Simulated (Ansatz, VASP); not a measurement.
# InSb in VASP and in Ansatz

```
In Sb
1.0
     0.00000    3.27951    3.27951
     3.27951    0.00000    3.27951
     3.27951    3.27951    0.00000
In Sb
1 1
Direct
  0.00000 0.00000 0.00000
  0.25000 0.25000 0.25000
```

Alike in both runs: task single point; functional r2SCAN; k mesh 4 × 4 × 4; occupations fermi-dirac, width 0.02 eV; no spin polarisation.

|  | VASP | Ansatz |
| --- | --- | --- |
| version | VASP 6.6.1 | Ansatz 0.2.0 |
| potentials or method | VASP PAW PBE potentials, release 64 (In_d, Sb) | plane waves |
| plane-wave cutoff (eV) | 520 | 500 |
| valence electrons in the cell | 18 | 28 |

```tsv
	VASP	Ansatz	Ansatz less VASP
pressure (GPa)	0.3	0.3	-0.02
```

VASP's potentials were made for PBE, not for r2SCAN. VASP's potentials hold 18 valence electrons a cell and Ansatz's 28, so a difference there can come from the potentials and not from the codes.

The k mesh is coarse, so the values compare programs but aren't converged. Spin-orbit coupling is off throughout.
